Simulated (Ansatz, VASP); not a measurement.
**CrO2 in VASP and in Ansatz**

Contents of INCAR:

```
SYSTEM = CrO2
  PREC = Accurate
  ENCUT = 520
  EDIFF = 1E-6
  ISMEAR = -1
  SIGMA = 0.05
  LREAL = .False.
  LASPH = .True.
  NELM = 150
  ALGO = Normal
  ISIF = 2
  LWAVE = .False.
  LCHARG = .False.
  ISPIN = 2
  MAGMOM = 1.62 1.3 0 0 0 0
  LORBIT = 11
  LMAXMIX = 4
  GGA = PS
  NBANDS = 37
```

The input KPOINTS:

```
regular mesh
0
Gamma
  6 6 9
  0 0 0
```

Contents of POSCAR:

```
CrO2
1.0
    4.4210000000      0.0000000000      0.0000000000
    0.0000000000      4.4210000000      0.0000000000
    0.0000000000      0.0000000000      2.9170000000
Cr O
2 4
Direct
    0.5000000000      0.5000000000      0.5000000000
    0.0000000000      0.0000000000      0.0000000000
    0.8010000000      0.1990000000      0.5000000000
    0.6990000000      0.6990000000      0.0000000000
    0.1990000000      0.8010000000      0.5000000000
    0.3010000000      0.3010000000      0.0000000000
```

The input input.yaml:

```yaml
crystal:
  lattice:
    - [4.421, 0.0, 0.0]
    - [0.0, 4.421, 0.0]
    - [0.0, 0.0, 2.917]
  atoms:
    - { symbol: Cr, position: [0.5, 0.5, 0.5], spin: 1.62 }
    - { symbol: Cr, position: [0.0, 0.0, 0.0], spin: 1.3 }
    - { symbol: O, position: [0.801, 0.199, 0.5] }
    - { symbol: O, position: [0.699, 0.699, 0.0] }
    - { symbol: O, position: [0.199, 0.801, 0.5] }
    - { symbol: O, position: [0.301, 0.301, 0.0] }
hamiltonian:
  xc: pbesol
  pseudopotentials: { kind: paw }
magnetization:
  spin_polarized: true
kpoints:
  mp_grid: { grid: [6, 6, 9] }
scf:
  occupations: { method: fermi_dirac, width: 0.05 }
output:
  forces: true
  stress: true
  eigenvalues: true
```

Alike in both runs: task single point; functional PBEsol; k mesh 6 × 6 × 9; occupations fermi-dirac, width 0.05 eV; collinear spin.

```csv
,VASP,Ansatz
version,VASP 6.6.1,Ansatz 0.2.0
potentials or method,"VASP PAW PBE potentials, release 64 (Cr_pv, O)",Ansatz PAW
plane-wave cutoff (eV),520,420
valence electrons in the cell,48,52
```

```csv
,VASP,Ansatz,Ansatz less VASP
gap on the k mesh at the Fermi level (eV),none,none,-
pressure (GPa),-5.9,-6.4,-0.49
"traceless stress, the component that is largest in VASP (GPa)",-1.51,-1.63,-0.121
rms of the force components (eV/Å),0.155,0.161,+0.0064
net moment per atom (μB),0.67,0.67,0.000
size of the moment on the site where the two differ most (μB),2.08,1.71,-0.369
```

VASP's potentials were made for PBE, not for PBEsol. Site moments also hang on the region over which each program counts them. Atom by atom the forces differ by 0.006 eV/Å (rms over components). A gap of «none» marks a metal or a gap that the smearing closes. VASP's potentials hold 48 valence electrons a cell and Ansatz's 52, so a difference there can come from the potentials and not from the codes.
